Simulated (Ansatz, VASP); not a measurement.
# VCr2Si2 in VASP and in Ansatz

```
Cr V Si
1.0
     3.15780    0.00000    0.00000
     1.57890   -5.13613    0.00000
     0.00000    0.00000   -7.74402
Cr V Si
4 2 4
Direct
  0.14200 0.71600 0.93100
  0.85800 0.28400 0.43100
  0.85800 0.28400 0.06900
  0.14200 0.71600 0.56900
  0.40600 0.18800 0.75000
  0.59400 0.81200 0.25000
  0.75500 0.49000 0.75000
  0.24500 0.51000 0.25000
  0.50000 0.00000 0.00000
  0.50000 0.00000 0.50000
```

Alike in both runs: task single point; functional PBE; k mesh 6 × 6 × 3; occupations gaussian, width 0.1595 eV; no spin polarisation; Hubbard terms V d U = 4.0 eV.

|  | VASP | Ansatz |
| --- | --- | --- |
| version | VASP 6.6.1 | Ansatz 0.2.0 |
| potentials or method | VASP PAW PBE potentials, release 64 (Cr_pv, V_sv, Si), cutoff 520 eV | PAW plane waves |
| valence electrons in the cell | 90 | 98 |

Ansatz gave:

* gap on the k mesh at the Fermi level (eV): none
* pressure (GPa): 21.4
* traceless stress, the component that is largest in VASP (GPa): -3.32
* rms of the force components (eV/Å): 0.821

**Question.** Estimate VASP's values.

**Answer.** gap on the k mesh at the Fermi level (eV): none; pressure (GPa): 22.3; traceless stress, the component that is largest in VASP (GPa): -3.04; rms of the force components (eV/Å): 0.872.

The programs project onto different local orbitals, so the same U acts differently, and such runs can settle in different states. Atom by atom the forces differ by 0.074 eV/Å (rms over components). A gap of «none» marks a metal or a gap that the smearing closes. VASP's potentials hold 90 valence electrons a cell and Ansatz's 98, so a difference there can come from the potentials and not from the codes. Ansatz's warnings: filled band counts differ across k points.
